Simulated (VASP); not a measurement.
# CuSi16 (a cell with a defect) in VASP: notebook

CuSi16 (a cell with a defect) is run at these levels: PBE; tasks: single point.

Program: VASP 6.6.1. These are calculated values, not measurements. Logs are shortened: lines on timing, memory, paths and dates and some standing lists are left out, and cuts for length are marked.

### Step 1. The cell of the first run

The cell holds a defect, 17 atoms: a = 7.679 Å, b = 7.679 Å, c = 7.679 Å, α = 60.00°, β = 60.00°, γ = 60.00°.

### Step 2. Single point, PBE

INCAR reads:

```
  PREC = Accurate
  ENCUT = 520
  EDIFF = 1E-6
  ISMEAR = 0
  SIGMA = 0.05
  LREAL = Auto
  LASPH = T
  NELM = 100
  ALGO = Normal
  ISIF = 2
  LWAVE = F
  LCHARG = T
  GGA = PE
  LELF = T
  LVHAR = T
  NELECT = 74.0
  NBANDS = 52
```

KPOINTS reads:

```
regular mesh
0
Gamma
  2 2 2
```

POSCAR reads:

```
CuSi16
1.0
    0.0000000000      5.4300000000      5.4300000000
    5.4300000000      0.0000000000      5.4300000000
    5.4300000000      5.4300000000      0.0000000000
Si Cu
16 1
Direct
   -0.0009827808      0.0303162983     -0.0274964088
    0.1237153775      0.1182774401      0.1276223757
   -0.0018649171     -0.0109223757      0.5023912523
    0.1362755064      0.1254705341      0.6025254144
   -0.0050029466      0.5076871087      0.0018900552
    0.1145348066      0.6588550645      0.1127758748
    0.0015456722      0.5082186004      0.4892583794
    0.1274694291      0.6146511971      0.6295998158
    0.5026424494     -0.0118862799      0.0073433702
    0.6311988950      0.1183769797      0.1274351750
    0.5109810313     -0.0108707182      0.5022390424
    0.6254634438      0.1152844383      0.6342730203
    0.4961470534      0.5077037753      0.0018118785
    0.6230315838      0.6134903315      0.1411256906
    0.4995467772      0.4888539595      0.5125786372
    0.6288453959      0.6147080110      0.6294999079
    0.2556143646      0.2875985267      1.2019344383
```

Potentials or basis: VASP PAW PBE potentials, release 64 (Si, Cu).

Started as:

```console
$ cat potpaw_PBE.64/Si/POTCAR potpaw_PBE.64/Cu/POTCAR > POTCAR
$ mpirun -np 1 vasp_std > vasp.out
```

OUTCAR:

```text
PREC = Accurate
   ENCUT = 520
   EDIFF = 1E-6
   ISMEAR = 0
   LREAL = Auto
   LASPH = T
   NELM = 100
   ISIF = 2
   GGA = PE
   NELECT = 74.0

 ion  position               nearest neighbor table
   1  0.999  0.030  0.973-   2 2.32  10 2.32   4 2.33   6 2.33
   2  0.124  0.118  0.128-   1 2.32   3 2.35   9 2.38  17 2.38   5 2.44
   3  0.998  0.989  0.502-  12 2.34   8 2.35   2 2.35   4 2.35
   4  0.136  0.125  0.603-   1 2.33   3 2.35  11 2.36   7 2.40  17 2.52
   5  0.995  0.508  0.002-  14 2.34   8 2.34   6 2.40   2 2.44  17 2.51
   6  0.115  0.659  0.113-   1 2.33  17 2.34   7 2.37   5 2.40  13 2.40
   7  0.002  0.508  0.489-  16 2.34   8 2.34   6 2.37   4 2.40  17 2.77
   8  0.127  0.615  0.630-  15 2.33   5 2.34   7 2.34   3 2.35
   9  0.503  0.988  0.007-  12 2.34  14 2.35  10 2.38   2 2.38  17 2.71
  10  0.631  0.118  0.127-   1 2.32  11 2.35   9 2.38  17 2.38  13 2.44
  11  0.511  0.989  0.502-  12 2.34  16 2.35  10 2.35   4 2.36
  12  0.625  0.115  0.634-   3 2.34  11 2.34   9 2.34  15 2.34
  13  0.496  0.508  0.002-  14 2.34  16 2.34   6 2.40  10 2.44  17 2.51
  14  0.623  0.613  0.141-  15 2.33   5 2.34  13 2.34   9 2.35
  15  0.500  0.489  0.513-  14 2.33  16 2.33   8 2.33  12 2.34
  16  0.629  0.615  0.629-  15 2.33  13 2.34   7 2.34  11 2.35
  17  0.256  0.288  0.202-   6 2.34   2 2.38  10 2.38  13 2.51   5 2.51   4 2.52   9 2.71   7 2.77

  LATTYP: Found a face centered cubic cell.
 ALAT       =    10.8600000000

  Lattice vectors:

 A1 = (   0.0000000000,   5.4300000000,   5.4300000000)
 A2 = (   5.4300000000,   0.0000000000,   5.4300000000)
 A3 = (   5.4300000000,   5.4300000000,   0.0000000000)

Analysis of symmetry for initial positions (statically):
=====================================================================
 Subroutine PRICEL returns:
 Original cell was already a primitive cell.

 Routine SETGRP: Setting up the symmetry group for a
 face centered cubic supercell.

 Subroutine GETGRP returns: Found  1 space group operations
 (whereof  1 operations were pure point group operations)
 out of a pool of 48 trial point group operations.

The static configuration has the point symmetry C_1 .

Analysis of symmetry for dynamics (positions and initial velocities):
=====================================================================
 Subroutine PRICEL returns:
 Original cell was already a primitive cell.

[... 119 lines left out ...]
   NELM   =    100;   NELMIN=  2; NELMDL= -5     # of ELM steps
   EDIFF  = 0.1E-05   stopping-criterion for ELM
   LREAL  =      T    real-space projection
   EDIFFG = 0.1E-04   stopping-criterion for IOM
   NSW    =      0    number of steps for IOM
[... 5 lines left out ...]
   TEBEG  =    0.0;   TEEND  =   0.0 temperature during run
   PSTRESS=    0.0 pullay stress
   NELECT =      74.0000    total number of electrons
   NUPDOWN=      -1.0000    fix difference up-down
   EMIN   =  10.00;   EMAX   =-10.00  energy-range for DOS
   EFERMI =   0.00;   METHOD = LEGACY
   ISMEAR =     0;   SIGMA  =   0.05  broadening in eV -4-tet -1-fermi 0-gaus
   EFERMI_NEDOS =   21; number of points for ismear=-14 and -15
   IALGO  =     38    algorithm
   IMIX   =      4    mixing-type and parameters
     AMIX     =   0.40;   BMIX     =  1.00
     AMIX_MAG =   1.60;   BMIX_MAG =  1.00
  volume/ion in A,a.u.               =      18.84       127.11
  Fermi-wavevector in a.u.,A,eV,Ry     =   1.004636  1.898488 13.732283  1.009294
  Thomas-Fermi vector in A             =   2.137265
   LORBIT       =      0    0 simple, 1 ext, 2 COOP (PROOUT), +10 PAW based schemes
   GGA     = PE    functional components
   LHFCALC =     F    Hartree Fock is set to
   AEXX    =    0.0000 exact exchange contribution
   IVDW    =     0    specifies the selected vdW correction
   LEPSILON=     F    determine dielectric tensor
   LRPA    =     F    only Hartree local field effects (RPA)
 non-spin polarized calculation
 Gauss-broadening in eV      SIGMA  =   0.05
  energy-cutoff  :      520.00
  volume of cell :      320.21
 maximum number of plane-waves:      8646
 NGX is ok and might be reduce to    60
   NGX = 29   NGY = 29   NGZ = 29

 number of electron      73.9999997 magnetization

 Free energy of the ion-electron system (eV)
  ---------------------------------------------------
  ext. energy  EPLUGINS =         0.00000000
  ---------------------------------------------------
  free energy    TOTEN  =       -94.21837331 eV

  energy without entropy =      -94.21836677  energy(sigma->0) =      -94.21837004

 E-fermi :   6.3857     XC(G=0):  -9.6085

 val. band max:        6.2536202062   @ k =   0.0000   0.0000   0.0000
 cond. band min:       6.5178712628   @ k =   0.0000   0.0000   0.0000
 fundamental gap:      0.2642510566
 Fermi energy:         6.3857460904

 k-point     1 :       0.0000    0.0000    0.0000
  band No.  band energies     occupation
      1      -5.8944      2.00000
      2      -3.5384      2.00000
      3      -3.5129      2.00000
      4      -3.4799      2.00000
      5      -3.4664      2.00000
      6      -2.0368      2.00000
[... 405 lines left out ...]
     48      10.4897      0.00000
     49      10.5160      0.00000
 [bands above 49 left out]

------------------------ aborting loop because EDIFF is reached ----------------------------------------

  FORCE on cell =-STRESS in cart. coord.  units (eV):
  Direction    XX          YY          ZZ          XY          YZ          ZX
  --------------------------------------------------------------------------------------
  -------------------------------------------------------------------------------------
  Total       -2.1479547     -1.5453631     -1.5429307     -0.1940798      0.3905787      0.1912204
  in kB      -10.7474696     -7.7323525     -7.7201815     -0.9710946      1.9542927      0.9567874
  external PRESSURE =      -8.7333345 kB  Pullay stress =       0.0000000 kB

 VOLUME and BASIS-vectors are now :
 -----------------------------------------------------------------------------
  energy-cutoff  :      520.00
  volume of cell :      320.21
      direct lattice vectors                 reciprocal lattice vectors
     0.000000000  5.430000000  5.430000000    -0.092081031  0.092081031  0.092081031
     5.430000000  0.000000000  5.430000000     0.092081031 -0.092081031  0.092081031
     5.430000000  5.430000000  0.000000000     0.092081031  0.092081031 -0.092081031

 POSITION                                       TOTAL-FORCE (eV/Angst)
 -----------------------------------------------------------------------------------
      5.44531     10.70536      5.58928        -0.003106      0.009799     -0.012298
      1.33524      1.36476      1.31402        -0.001372     -0.007880      0.003615
      8.09868      8.14786     10.79057        -0.003252      0.001535      0.006192
      3.95302      4.01169      1.42128         0.022595     -0.001291      0.003646
      2.76700      5.41310      8.15958        -0.001224     -0.004117     -0.004108
      4.18996      1.23430      4.19951         0.010288      0.001262     -0.001478
[... 9 lines left out ...]
      6.75605      6.83281      6.75249         0.005572      0.010342      0.000523
      2.65816      2.48449      2.94965        -0.011653      0.000769      0.000126
 -----------------------------------------------------------------------------------
    total drift:                                0.000428     -0.003074      0.002386

  FREE ENERGIE OF THE ION-ELECTRON SYSTEM (eV)
  ---------------------------------------------------
  free  energy   TOTEN  =       -94.2183733082 eV

  energy  without entropy=      -94.2183667657  energy(sigma->0) =      -94.21837004
```

OSZICAR:

```text
N       E                     dE             d eps       ncg     rms          rms(c)
DAV:   1     0.327539219219E+03    0.32754E+03   -0.27660E+04   832   0.123E+03
[... 11 lines left out ...]
DAV:  13    -0.942232055228E+02   -0.58352E-02   -0.62598E-02  1344   0.522E+00    0.518E-01
DAV:  14    -0.942189684161E+02    0.42371E-02   -0.18403E-02  1328   0.288E+00    0.227E-01
DAV:  15    -0.942184780259E+02    0.49039E-03   -0.26299E-03  1340   0.879E-01    0.963E-02
DAV:  16    -0.942184665498E+02    0.11476E-04   -0.38274E-04  1232   0.842E-02    0.674E-02
DAV:  17    -0.942183929781E+02    0.73572E-04   -0.90638E-05  1456   0.266E-01    0.357E-02
DAV:  18    -0.942183708506E+02    0.22127E-04   -0.89332E-05  1336   0.224E-01    0.816E-03
DAV:  19    -0.942183739470E+02   -0.30963E-05   -0.42818E-05  1308   0.974E-02    0.835E-03
DAV:  20    -0.942183733082E+02    0.63880E-06   -0.46870E-06  1016   0.360E-02
   1 F= -.94218373E+02 E0= -.94218370E+02  d E =-.654248E-05
```

stdout:

```text
POSCAR found type information on POSCAR SiCu
 POSCAR found :  2 types and      17 ions
 scaLAPACK will be used
 LDA part: xc-table for (Slater+PW92), standard interpolation
 POSCAR, INCAR and KPOINTS ok, starting setup
 FFT: planning ... GRIDC
 FFT: planning ... GRID_SOFT
 FFT: planning ... GRID
 WAVECAR not read
 entering main loop
 the old and the new charge density differ
 old charge density:    75.00000 new   74.00000
    0.231E+01
```

Wall time 4.1 min (1 thread of Intel Xeon 6975P-C (Granite Rapids), shared host); peak memory 0.48 GiB.

Results:

- Free energy: -94.2184 eV
- Largest force: 0.023 eV/Å

Forces in eV/Å, atoms in the order of the input:
```
Si  -0.003  0.010 -0.012
Si  -0.001 -0.008  0.004
Si  -0.003  0.002  0.006
Si   0.023 -0.001  0.004
Si  -0.001 -0.004 -0.004
Si   0.010  0.001 -0.001
Si  -0.010  0.004 -0.003
Si   0.006 -0.002 -0.009
Si   0.000  0.000 -0.002
Si  -0.001 -0.001  0.006
Si  -0.002 -0.007 -0.001
Si  -0.001  0.002 -0.002
Si   0.000  0.003  0.006
Si  -0.012 -0.005  0.003
Si   0.001 -0.005  0.005
Si   0.006  0.010  0.001
Cu  -0.012  0.001  0.000
```

Caveat: the k points lie up to 0.50 Å⁻¹ apart; the cell carries a net charge on a neutralising background, which shifts energy and pressure; the cell is charged against a uniform background, so pressure and absolute levels hang on convention.

### Step 3. Single point, PBE

INCAR reads:

```
SYSTEM = CuSi16
ALGO = Normal ; EDIFF = 1E-6
ENCUT = 520 ; GGA = PE
ISIF = 2 ; ISMEAR = 0
LASPH = .True. ; LCHARG = .True.
LELF = .True. ; LREAL = Auto
LVHAR = .True. ; LWAVE = .False.
NBANDS = 52 ; NELECT = 74.0
NELM = 60 ; PREC = Accurate
SIGMA = 0.05
```

KPOINTS reads:

```
k-points
0
Gamma
  2 2 2
  0 0 0
```

POSCAR reads:

```
CuSi16
1.0
    0.0000000000      5.4300000000      5.4300000000
    5.4300000000      0.0000000000      5.4300000000
    5.4300000000      5.4300000000      0.0000000000
Si Cu
16 1
Direct
    0.0038205341      0.0157455801     -0.0226984346
    0.1284476059      0.1170448435      0.1216186924
   -0.0011468692      0.0069879374      0.4929275322
    0.1289234807      0.1367820442      0.6061814917
   -0.0098111418      0.5114343462     -0.0021632597
    0.1202326888      0.6414356354      0.1185588398
   -0.0002593923      0.5101194291      0.4910500000
    0.1161262431      0.6330378453      0.6248512891
    0.5128452118     -0.0337976980      0.0087347145
    0.6335284530      0.1169783610      0.1214807551
    0.5020509208      0.0068921731      0.4928279006
    0.6257418048      0.1138731123      0.6352692449
    0.5010671271      0.5111798343     -0.0022906998
    0.6228671271      0.5943301105      0.1600822284
    0.4893103131      0.4893458564      0.5324650092
    0.6266401473      0.6329191529      0.6247605893
    0.3524060773      0.3306609576      0.9644677716
```

Potentials or basis: VASP PAW PBE potentials, release 64 (Si, Cu).

Started as:

```console
$ cat potpaw_PBE.64/Si/POTCAR potpaw_PBE.64/Cu/POTCAR > POTCAR
$ mpirun -np 1 vasp_std > vasp.out
```

Wall time 4.7 min (1 thread of Intel Xeon 6975P-C (Granite Rapids), shared host); peak memory 0.48 GiB.

The run converged. Its results:

```
Free energy   : -94.2089 eV
Largest force : 0.159 eV/Å
```

Forces in eV/Å, atoms in the order of the input:
```
Si  -0.058 -0.007  0.006
Si   0.013 -0.023 -0.010
Si   0.056  0.021 -0.016
Si  -0.073 -0.002  0.001
Si  -0.011  0.021 -0.106
Si  -0.021 -0.005  0.006
Si   0.043  0.000  0.000
Si  -0.031 -0.037 -0.017
Si   0.052  0.026 -0.030
Si   0.015  0.006  0.023
Si   0.056  0.016 -0.021
Si  -0.153  0.032 -0.033
Si  -0.009  0.103 -0.023
Si   0.052 -0.001  0.003
Si   0.060 -0.079  0.083
Si  -0.032  0.015  0.036
Cu   0.043 -0.084  0.097
```

Levels at points of the mesh, in eV from the Fermi level:
```csv
k point,band 33,band 34,band 35,band 36,band 37,band 38,band 39,band 40,band 41,band 42
"(0.00, 0.00, 0.00)",-1.13,-1.05,-0.65,-0.24,-0.12,0.12,0.37,0.55,0.60,0.65
"(0.50, 0.00, 0.00)",-2.04,-0.98,-0.94,-0.86,-0.76,0.55,1.06,1.21,1.27,1.43
"(0.00, 0.50, 0.00)",-2.06,-0.97,-0.90,-0.88,-0.85,0.45,1.15,1.21,1.28,1.39
"(0.00, 0.00, 0.50)",-2.18,-0.93,-0.91,-0.72,-0.50,0.52,1.01,1.31,1.36,1.52
"(0.50, 0.50, 0.50)",-2.04,-0.98,-0.94,-0.86,-0.76,0.55,1.06,1.21,1.27,1.43
"(0.50, 0.50, 0.00)",-1.84,-1.56,-1.48,-1.46,-1.11,0.63,0.95,1.92,2.03,2.14
"(0.00, 0.50, 0.50)",-1.90,-1.53,-1.53,-1.42,-1.18,0.66,0.94,1.92,2.04,2.16
"(0.50, 0.00, 0.50)",-1.84,-1.56,-1.48,-1.46,-1.12,0.63,0.95,1.92,2.03,2.14
```

Caveat: the k points lie up to 0.50 Å⁻¹ apart; the cell carries a net charge on a neutralising background, which shifts energy and pressure; the cell is charged against a uniform background, so pressure and absolute levels hang on convention.

### Step 4. Single point, PBE

INCAR reads:

```
PREC = Accurate ; ENCUT = 520
EDIFF = 1E-6 ; ISMEAR = 0
SIGMA = 0.05 ; LREAL = Auto
LASPH = T ; NELM = 80
ALGO = Normal ; ISIF = 2
LWAVE = F ; LCHARG = F
GGA = PE ; NBANDS = 52
NELECT = 74.0
```

KPOINTS reads:

```
regular mesh
0
Gamma
  2 2 2
```

POSCAR reads:

```
CuSi16
1.0
    0.0000000000      5.4300000000      5.4300000000
    5.4300000000      0.0000000000      5.4300000000
    5.4300000000      5.4300000000      0.0000000000
Si Cu
16 1
Direct
    0.0033212707      0.0299181400     -0.0356566298
    0.1246000921      0.1134831492      0.1268430018
   -0.0009632597     -0.0076483425      0.4997886740
    0.1364411602      0.1357608656      0.5920424494
   -0.0082778085      0.5078759669      0.0034081952
    0.1131619705      0.6580444751      0.1161159300
   -0.0000460405      0.5109920810      0.4896311234
    0.1231060773      0.6184331492      0.6320515654
    0.5057488029     -0.0170476980      0.0062244936
    0.6359725599      0.1132990792      0.1267454880
    0.5095068140     -0.0077342541      0.4997222836
    0.6259762431      0.1147749540      0.6337867403
    0.4976406077      0.5078422652      0.0032956722
    0.6214931860      0.6087740331      0.1486909761
    0.4962223757      0.4881367403      0.5198067219
    0.6269473297      0.6183585635      0.6319749540
    0.2750357274      0.2943804788      1.1565994475
```

Started as:

```console
$ cat potpaw_PBE.64/Si/POTCAR potpaw_PBE.64/Cu/POTCAR > POTCAR
$ mpirun -np 1 vasp_std > vasp.out
```

Run time: 4.6 min. Hardware: 1 thread of Intel Xeon 6975P-C (Granite Rapids), shared host; peak memory 0.48 GiB.

Results (log left out):

| Item | Value |
| --- | --- |
| Free energy | -94.2088 eV |
| Largest force | 0.149 eV/Å |

Forces in eV/Å, atoms in the order of the input:
```
Si  -0.047  0.004 -0.005
Si   0.011 -0.104  0.018
Si   0.027 -0.019 -0.034
Si  -0.064  0.069 -0.071
Si  -0.017 -0.008 -0.025
Si  -0.043 -0.021  0.024
Si   0.141 -0.035  0.035
Si  -0.048 -0.010  0.021
Si   0.024  0.004 -0.006
Si   0.012 -0.016  0.106
Si   0.025  0.034  0.021
Si  -0.038  0.002 -0.001
Si  -0.015  0.026  0.009
Si   0.052  0.007 -0.006
Si   0.069  0.000  0.001
Si  -0.049 -0.021  0.009
Cu  -0.040  0.088 -0.098
```

Levels at points of the mesh, in eV from the Fermi level:
| k point | band 33 | band 34 | band 35 | band 36 | band 37 | band 38 | band 39 | band 40 | band 41 | band 42 |
| --- | --- | --- | --- | --- | --- | --- | --- | --- | --- | --- |
| (0.00, 0.00, 0.00) | -1.14 | -1.06 | -0.64 | -0.24 | -0.12 | 0.12 | 0.35 | 0.55 | 0.60 | 0.65 |
| (0.50, 0.00, 0.00) | -2.04 | -0.99 | -0.95 | -0.86 | -0.76 | 0.56 | 1.06 | 1.20 | 1.27 | 1.43 |
| (0.00, 0.50, 0.00) | -2.06 | -0.97 | -0.91 | -0.89 | -0.85 | 0.46 | 1.14 | 1.20 | 1.28 | 1.39 |
| (0.00, 0.00, 0.50) | -2.19 | -0.93 | -0.91 | -0.72 | -0.49 | 0.52 | 1.01 | 1.32 | 1.37 | 1.52 |
| (0.50, 0.50, 0.50) | -2.04 | -0.99 | -0.95 | -0.86 | -0.76 | 0.56 | 1.05 | 1.20 | 1.27 | 1.43 |
| (0.50, 0.50, 0.00) | -1.84 | -1.56 | -1.48 | -1.46 | -1.12 | 0.63 | 0.94 | 1.92 | 2.03 | 2.14 |
| (0.00, 0.50, 0.50) | -1.90 | -1.54 | -1.53 | -1.43 | -1.19 | 0.66 | 0.93 | 1.92 | 2.04 | 2.16 |
| (0.50, 0.00, 0.50) | -1.84 | -1.56 | -1.48 | -1.46 | -1.12 | 0.64 | 0.94 | 1.92 | 2.03 | 2.14 |

Caveat: the k points lie up to 0.50 Å⁻¹ apart; the cell carries a net charge on a neutralising background, which shifts energy and pressure; the cell is charged against a uniform background, so pressure and absolute levels hang on convention.
